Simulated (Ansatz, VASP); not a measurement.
## HC4: VASP beside Ansatz

```
C H
1.0
     2.52552    0.00000    0.00000
    -1.26276    2.18717    0.00000
     0.00000    0.00000   30.87639
C H
8 2
Direct
  0.00000 0.00000 0.39218
  0.66667 0.33333 0.40798
  0.66667 0.33333 0.45829
  0.33333 0.66667 0.47494
  0.33333 0.66667 0.52506
  0.00000 0.00000 0.54171
  0.00000 0.00000 0.59202
  0.66667 0.33333 0.60782
  0.66667 0.33333 0.64374
  0.00000 0.00000 0.35626
```

Alike in both runs: task single point; functional PBE; k mesh 12 × 12 × 1; occupations gaussian, width 0.03 eV; no spin polarisation.

|  | VASP | Ansatz |
| --- | --- | --- |
| version | VASP 6.6.1 | Ansatz 0.2.0 |
| potentials or method | VASP PAW PBE potentials, release 64 (C, H), cutoff 520 eV | scalar-relativistic, plane waves, PAW |
| valence electrons in the cell | 34 | 34 |

```tsv
	VASP	Ansatz	Ansatz less VASP
gap on the k mesh at the Fermi level (eV)	2.79	2.78	-0.006
least direct gap on the mesh (eV)	2.79	2.78	-0.006
rms of the force components (eV/Å)	0.007	0.001	-0.0062
```

Atom by atom the forces differ by 0.007 eV/Å (rms over components). Ansatz's warnings: xc potential rough in thin density.
